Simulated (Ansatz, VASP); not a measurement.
BN: VASP beside Ansatz

INCAR

```
SYSTEM = BN
PREC = Accurate
ENCUT = 520
EDIFF = 1E-6
ISMEAR = 0
SIGMA = 0.05
LREAL = .FALSE.
LASPH = .TRUE.
NELM = 60
ALGO = Normal
ISIF = 2
LWAVE = .FALSE.
LCHARG = .FALSE.
GGA = PS
NBANDS = 26
```

File KPOINTS:

```
Automatic mesh
0
G
  6 6 10
  0 0 0
```

Contents of POSCAR:

```
BN
1.0
    4.3652000000      0.0000000000      0.0000000000
    0.0000000000      4.3652000000      0.0000000000
    0.0000000000      0.0000000000      2.4619000000
B N
4 4
Direct
    0.1741337327      0.8258662673      0.5000000000
    0.3258662673      0.3258662673      0.0000000000
    0.6741337327      0.6741337327      0.0000000000
    0.8258662673      0.1741337327      0.5000000000
    0.8123909516      0.8123909516      0.5000000000
    0.3123909516      0.6876090484      0.0000000000
    0.6876090484      0.3123909516      0.0000000000
    0.1876090484      0.1876090484      0.5000000000
```

Input for Ansatz:

```yaml
crystal:
  lattice:
    - [4.3652, 0.0, 0.0]
    - [0.0, 4.3652, 0.0]
    - [0.0, 0.0, 2.4619]
  atoms:
    - { symbol: B, position: [0.1741337327, 0.8258662673, 0.5] }
    - { symbol: B, position: [0.3258662673, 0.3258662673, 0.0] }
    - { symbol: B, position: [0.6741337327, 0.6741337327, 0.0] }
    - { symbol: B, position: [0.8258662673, 0.1741337327, 0.5] }
    - { symbol: "N", position: [0.8123909516, 0.8123909516, 0.5] }
    - { symbol: "N", position: [0.3123909516, 0.6876090484, 0.0] }
    - { symbol: "N", position: [0.6876090484, 0.3123909516, 0.0] }
    - { symbol: "N", position: [0.1876090484, 0.1876090484, 0.5] }
basis:
  ecutwfc: 520.0
kpoints:
  mp_grid: { grid: [6, 6, 10] }
hamiltonian:
  xc: pbesol
  pseudopotentials: { kind: paw, azcp: { folder: soft_1 } }
scf:
  occupations: { method: gaussian, width: 0.05 }
output:
  forces: true
  stress: true
  eigenvalues: true
```

Alike in both runs: task single point; functional PBEsol; k mesh 6 × 6 × 10; occupations gaussian, width 0.05 eV; no spin polarisation.

```csv
,VASP,Ansatz
version,VASP 6.6.1,Ansatz 0.2.0
potentials or method,"VASP PAW PBE potentials, release 64 (B, N), cutoff 520 eV","scalar-relativistic, plane waves, PAW"
valence electrons in the cell,32,32
```

Ansatz gave:

| Quantity | Value |
| --- | --- |
| gap on the k mesh at the Fermi level (eV) | 4.60 |
| least direct gap on the mesh (eV) | 5.80 |
| pressure (GPa) | 19.0 |
| traceless stress, the component that is largest in VASP (GPa) | 16.23 |
| rms of the force components (eV/Å) | 0.105 |

**Question.** Estimate VASP's values.

**Answer.** gap on the k mesh at the Fermi level (eV): 4.59; least direct gap on the mesh (eV): 5.79; pressure (GPa): 20.0; traceless stress, the component that is largest in VASP (GPa): 16.45; rms of the force components (eV/Å): 0.108.

VASP's potentials were made for PBE, not for PBEsol, and Ansatz warns of the same on its side. Atom by atom the forces differ by 0.003 eV/Å (rms over components).
